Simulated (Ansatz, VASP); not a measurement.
**Mg2Si3N3 in VASP and in Ansatz**

```xyz
8
Lattice="6.4514 0.0000 0.0000 -3.2257 5.5870 0.0000 0.0000 0.0000 2.7341" Properties=species:S:1:pos:R:3 pbc="T T T"
Mg    3.2257    1.8623    0.0000
Mg    0.0000    3.7247    0.0000
Si   -0.6561    1.1363    0.0000
Si    2.5696    4.4507    0.0000
Si    1.3121    0.0000    0.0000
N    -1.2604    2.1831    1.3670
N     1.9652    3.4039    1.3670
N     2.5209    0.0000    1.3670
```

Alike in both runs: task relaxation of cell and atoms; functional PBE; k mesh 6 × 6 × 12; occupations gaussian, width 0.1 eV; no spin polarisation.

|  | VASP | Ansatz |
| --- | --- | --- |
| version | VASP 6.6.1 | Ansatz 0.2.0 |
| potentials or method | VASP PAW PBE potentials, release 64 (Mg, Si, N), cutoff 600 eV | scalar-relativistic, plane waves, PAW |
| valence electrons in the cell | 31 | 47 |

```tsv
	VASP	Ansatz	Ansatz less VASP
gap on the k mesh at the Fermi level, each at its own relaxed structure (eV)	none	none	-
relaxed volume (Å³/atom)	12.41	12.45	+0.041
relaxed cell length with the largest relative difference (Å)	6.470	6.479	+0.0085
```

A gap of «none» marks a metal or a gap that the smearing closes. VASP's potentials hold 31 valence electrons a cell and Ansatz's 47, so a difference there can come from the potentials and not from the codes.
